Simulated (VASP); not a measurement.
Input of a VASP 6.6.1 run:

INCAR

```
SYSTEM = Be2SbP3
ALGO = Normal
EDIFF = 1E-7
ENCUT = 520
GGA = PE
ISIF = 2
ISMEAR = 0
LASPH = .TRUE.
LCHARG = .FALSE.
LREAL = .FALSE.
LWAVE = .FALSE.
NBANDS = 36
NELM = 60
PREC = Accurate
SIGMA = 0.1
```

File KPOINTS:

```
k-points
0
G
  4 4 2
  0 0 0
```

POSCAR

```
Be2SbP3
1.0
    3.7296542093      0.0227407614      0.0065097746
    0.0785806633      5.9042975976      0.2316278964
    1.1701457731      3.2999120801     10.3588584100
Be Sb P
4 2 6
Direct
    0.8754842407      0.9771490055      0.4919295311
    0.0430705966      0.5161188029      0.7813791241
    0.9423701961      0.2037043482      0.0987905045
    0.0964408073      0.1923785917      0.6977499968
    0.5620164975      0.5567634211      0.3973899960
    0.4784579577      0.8133630582      0.0117584900
    0.4162805865      0.2004014950      0.1804862472
    0.6195176209      0.0394879293      0.6656707410
    0.4076678134      0.1253402683      0.3917292449
    0.5348450149      0.6734114786      0.8076575275
    0.0201406267      0.5736682289      0.5592413629
    0.0037080418      0.1282133722      0.9162172340
```

Potentials or basis: VASP PAW PBE potentials, release 64 (Be, Sb, P).

Launch:

```console
$ cat potpaw_PBE.64/Be/POTCAR potpaw_PBE.64/Sb/POTCAR potpaw_PBE.64/P/POTCAR > POTCAR
$ mpirun -np 1 vasp_std > vasp.out
```

Task: Predict the band gap on the k mesh.

Result: Zero (filled and empty bands touch).

Task: What does it give for the largest force?

Result: 0.059 eV/Å.

Task: Estimate the pressure.

Result: 0.0 GPa.

Forces in eV/Å, atoms in the order of the input:
```
Be   0.006  0.008  0.004
Be   0.003 -0.003  0.001
Be   0.007 -0.006 -0.010
Be   0.005  0.010  0.011
Sb   0.003  0.009 -0.034
Sb   0.002 -0.029  0.047
P   -0.006  0.012  0.045
P   -0.009 -0.031  0.018
P   -0.012 -0.023 -0.053
P    0.004  0.028 -0.037
P   -0.002 -0.005  0.029
P   -0.001  0.032 -0.022
```

Caveat: the k points lie up to 0.42 Å⁻¹ apart; semilocal functionals underestimate gaps, and a narrow one can read as zero; spin-orbit coupling is left out, which moves the levels of the heavy elements.
